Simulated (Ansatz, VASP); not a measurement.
# One calculation of Cu, two programs

The input POSCAR:

```
Cu
1.0
    0.0000000000      1.7881324402      1.7881324402
    1.7881324402      0.0000000000      1.7881324402
    1.7881324402      1.7881324402      0.0000000000
Cu
1
Direct
    0.0000000000      0.0000000000      0.0000000000
```

Contents of INCAR.step1:

```
PREC = Accurate
ENCUT = 520
ISMEAR = -1
SIGMA = 0.1
LREAL = False
LASPH = True
NELM = 100
NBANDS = 12
GGA = PE
ALGO = Normal
EDIFF = 1E-4
LWAVE = True
LCHARG = False
```

INCAR.step2

```
PREC = Accurate
ENCUT = 520
EDIFF = 1E-6
ISMEAR = -1
SIGMA = 0.1
LREAL = False
LASPH = True
NELM = 100
ALGO = Normal
ISIF = 2
LWAVE = False
LCHARG = False
METAGGA = R2SCAN
LMIXTAU = True
NBANDS = 12
ISTART = 1
```

KPOINTS

```
regular mesh
0
Gamma
  7 7 7
```

Input for Ansatz:

```yaml
crystal:
  lattice:
    - [0.0, 1.7881324402, 1.7881324402]
    - [1.7881324402, 0.0, 1.7881324402]
    - [1.7881324402, 1.7881324402, 0.0]
  atoms:
    - { symbol: Cu, position: [0.0, 0.0, 0.0] }
hamiltonian:
  xc: r2scan
  pseudopotentials:
    kind: paw
    azcp:
      Cu: "pseudopotentials/Cu.paw.azcp"
basis:
  ecutwfc: 500
  fft_grid_basis: typed
kpoints:
  mp_grid: { grid: [7, 7, 7], shift: [0, 0, 0] }
magnetization:
  spin_polarized: false
scf:
  occupations: { method: fermi_dirac, width: 0.1 }
  lower_state_search: "off"
output:
  stress: true
```

Alike in both runs: task single point; functional r2SCAN; k mesh 7 × 7 × 7; occupations fermi-dirac, width 0.1 eV; no spin polarisation.

```csv
,VASP,Ansatz
version,VASP 6.6.1,Ansatz 0.2.0
potentials or method,"VASP PAW PBE potentials, release 64 (Cu), cutoff 520 eV","plane waves (500 eV) with PAW, scalar-relativistic"
valence electrons in the cell,11,19
```

|  | VASP | Ansatz | Ansatz less VASP |
| --- | --- | --- | --- |
| pressure (GPa) | 0.4 | -0.1 | -0.54 |

VASP's potentials were made for PBE, not for r2SCAN. With one functional, cell and mesh, what is left measures potentials, basis and numerics. VASP's potentials hold 11 valence electrons a cell and Ansatz's 19, so a difference there can come from the potentials and not from the codes.

The k mesh is coarse, so the values compare programs but aren't converged.
